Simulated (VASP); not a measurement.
# AlAs (sol) (F-43m) in VASP: further runs, part 2 of 2

VASP 6.6.1. The steps go on from the part before.

## 3. Single point, PBEsol

This run uses another cell than the first one, of 22.84 Å³/atom, 1.007 times its volume.

File INCAR:

```
PREC = Accurate ; ENCUT = 500
EDIFF = 1E-6 ; ISMEAR = 0
SIGMA = 0.02 ; LREAL = F
LASPH = T ; NELM = 120
ALGO = Normal ; ISIF = 2
LWAVE = F ; LCHARG = F
GGA = PS ; NBANDS = 11
GGA_COMPAT = F
```

File KPOINTS:

```
Automatic mesh
0
Gamma
  8 8 8
```

File POSCAR:

```
AlAs
1.0
    0.0000000000      2.8371986845      2.8371986845
    2.8371986845      0.0000000000      2.8371986845
    2.8371986845      2.8371986845      0.0000000000
Al As
1 1
Direct
    0.0000000000      0.0000000000      0.0000000000
    0.2500000000      0.2500000000      0.2500000000
```

Potentials or basis: VASP PAW PBE potentials, release 64 (Al, As).

Started as:

```
cat potpaw_PBE.64/Al/POTCAR potpaw_PBE.64/As/POTCAR > POTCAR
mpirun -np 1 vasp_std > vasp.out
```

OUTCAR:

```text
PREC = Accurate
   ENCUT = 500
   EDIFF = 1E-6
   ISMEAR = 0
   LREAL = F
   LASPH = T
   NELM = 120
   ISIF = 2
   GGA = PS

 ion  position               nearest neighbor table
   1  0.000  0.000  0.000-   2 2.46   2 2.46   2 2.46   2 2.46
   2  0.250  0.250  0.250-   1 2.46   1 2.46   1 2.46   1 2.46

  LATTYP: Found a face centered cubic cell.
 ALAT       =     5.6743973690

  Lattice vectors:

 A1 = (   0.0000000000,   2.8371986845,   2.8371986845)
 A2 = (   2.8371986845,   0.0000000000,   2.8371986845)
 A3 = (   2.8371986845,   2.8371986845,   0.0000000000)
[... 512 lines left out ...]
      6       7.8977      0.00000
      7      10.3560      0.00000
      8      11.2868      0.00000
      9      12.0088      0.00000
     10      14.6297      0.00000
     11      15.8943      0.00000

 [... further k-points ...]
[... 5 lines left out ...]
  --------------------------------------------------------------------------------------
  -------------------------------------------------------------------------------------
  Total        0.0800737      0.0800737      0.0800737     -0.0000000     -0.0000000     -0.0000000
  in kB        2.8086728      2.8086728      2.8086728     -0.0000000     -0.0000000     -0.0000000
  external PRESSURE =       2.8086728 kB  Pullay stress =       0.0000000 kB

 VOLUME and BASIS-vectors are now :
 -----------------------------------------------------------------------------
  energy-cutoff  :      500.00
  volume of cell :       45.68
      direct lattice vectors                 reciprocal lattice vectors
     0.000000000  2.837198685  2.837198685    -0.176230168  0.176230168  0.176230168
     2.837198685  0.000000000  2.837198685     0.176230168 -0.176230168  0.176230168
     2.837198685  2.837198685  0.000000000     0.176230168  0.176230168 -0.176230168

 POSITION                                       TOTAL-FORCE (eV/Angst)
 -----------------------------------------------------------------------------------
      0.00000      0.00000      0.00000        -0.000000     -0.000000     -0.000000
      1.41860      1.41860      1.41860         0.000000      0.000000      0.000000
 -----------------------------------------------------------------------------------
    total drift:                                0.000000      0.000000     -0.000000

  FREE ENERGIE OF THE ION-ELECTRON SYSTEM (eV)
  ---------------------------------------------------
  free  energy   TOTEN  =       -10.0646740909 eV

  energy  without entropy=      -10.0646740909  energy(sigma->0) =      -10.06467409
```

stdout:

```text
POSCAR found type information on POSCAR AlAs
 POSCAR found :  2 types and       2 ions
 scaLAPACK will be used
 -----------------------------------------------------------------------------
|                                                                             |
|                                                                             |
|     You enforced a specific xc type in the INCAR file but a different       |
|     I HOPE YOU KNOW WHAT YOU ARE DOING!                                     |
|                                                                             |
 -----------------------------------------------------------------------------

 LDA part: xc-table for (Slater+PW92), standard interpolation
 POSCAR, INCAR and KPOINTS ok, starting setup
 FFT: planning ... GRIDC
 FFT: planning ... GRID_SOFT
 FFT: planning ... GRID
 WAVECAR not read
 entering main loop
```

Wall time 14 s (1 thread of Intel Xeon 6975P-C, shared host); peak memory 0.17 GiB.

What came out:

```yaml
Free_energy: -10.0647 eV
Pressure: 0.3 GPa
Band_gap_on_the_k_mesh: 1.33 eV, indirect (least direct gap 1.92 eV)
```

Caveat: the PAW data sets were made with another functional, which shifts forces and pressure a little.

## 4. Relaxation of cell and atoms, PBEsol

File INCAR:

```
PREC     = Accurate       # precision mode
ENCUT    = 500            # plane-wave cutoff, eV
EDIFF    = 1E-7           # SCF threshold, eV
ISMEAR   = 0              # smearing method
SIGMA    = 0.02           # smearing width, eV
LREAL    = F              # projectors in reciprocal space
LASPH    = T              # aspherical terms in the spheres
NELM     = 120            # most SCF steps
ALGO     = Normal         # electronic algorithm
ISIF     = 3              # what is computed and relaxed
LWAVE    = F              # write WAVECAR
LCHARG   = F              # write CHGCAR
GGA      = PS             # functional
IBRION   = 2              # ionic algorithm
NSW      = 100            # ionic steps
EDIFFG   = -0.002         # ionic threshold
GGA_COMPAT= F            
NELMIN   = 4
```

File KPOINTS:

```
regular mesh
0
Gamma
  8 8 8
```

File POSCAR:

```
AlAs
1.0
    0.0000000000      2.8305000000      2.8305000000
    2.8305000000      0.0000000000      2.8305000000
    2.8305000000      2.8305000000      0.0000000000
Al As
1 1
Direct
    0.0000000000      0.0000000000      0.0000000000
    0.2500000000      0.2500000000      0.2500000000
```

Started as:

```
cat potpaw_PBE.64/Al/POTCAR potpaw_PBE.64/As/POTCAR > POTCAR
mpirun -np 1 vasp_std > vasp.out
```

It took 24 s on 1 thread of Intel Xeon 6975P-C, shared host; peak memory 0.17 GiB.

Results (log left out):

| Quantity | Value |
| --- | --- |
| Free energy | -10.0648 eV |
| Relaxed volume | 22.93 Å³/atom |
| Relaxed cell | a = 4.018 Å, b = 4.018 Å, c = 4.018 Å, α = 60.00°, β = 60.00°, γ = 60.00° |
| Space group after relaxing (to 0.05 Å) | F-43m (No. 216) |
| Energy gained by relaxing | 0.6 meV/atom |
| Ionic steps | 3 |
| Pressure after relaxing | 0.0 GPa |
| Band gap on the k mesh | 1.34 eV, indirect (least direct gap 1.89 eV) |

The path:
```csv
step,energy change (eV),largest force (eV/Å),pressure (GPa),volume (Å³)
1,0.0000,0.0000,0.81,45.35
2,-0.0009,0.0000,-0.40,46.11
3,-0.0012,0.0000,0.00,45.85
```

Final structure:
```xyz
2
Lattice="0.0000 2.8408 2.8408 2.8408 0.0000 2.8408 2.8408 2.8408 0.0000" Properties=species:S:1:pos:R:3 pbc="T T T"
Al    0.0000    0.0000    0.0000
As    1.4204    1.4204    1.4204
```

Levels at points of the mesh, in eV from the valence-band top:
| k point | band 2 | band 3 | band 4 | band 5 | band 6 | band 7 |
| --- | --- | --- | --- | --- | --- | --- |
| (0.00, 0.00, 0.00) | 0.00 | 0.00 | 0.00 | 1.89 | 4.24 | 4.24 |
| (0.50, 0.00, 0.00) | -5.55 | -0.82 | -0.82 | 2.04 | 4.62 | 4.62 |
| (0.50, 0.50, 0.00) | -5.40 | -2.16 | -2.16 | 1.34 | 2.22 | 10.20 |

Caveat: the PAW data sets were made with another functional, which shifts forces and pressure a little. A k mesh can miss the band edges.

## 5. The runs side by side

```tsv
task	cell	k mesh	smearing	gap on the mesh (eV)	pressure (GPa)
single point	a = 4.003 Å, angles 60.0°, 2 atoms	6 × 6 × 6	gaussian 0.1 eV	1.31	0.8
single point	a = 4.012 Å, angles 60.0°, 2 atoms	8 × 8 × 8	gaussian 0.02 eV	1.33	0.3
relaxation of cell and atoms	relaxed from a = 4.003 Å, angles 60.0°, 2 atoms	8 × 8 × 8	gaussian 0.02 eV	1.34	0.0
```

Alike in all rows: level PBEsol; potentials or basis VASP PAW PBE potentials, release 64 (Al, As); no spin polarisation; cutoff (eV) 500.

Caveats: the PAW data sets were made with another functional, which shifts forces and pressure a little.

Total energies depend on the potentials used, so only differences within one code and one set of settings carry meaning.
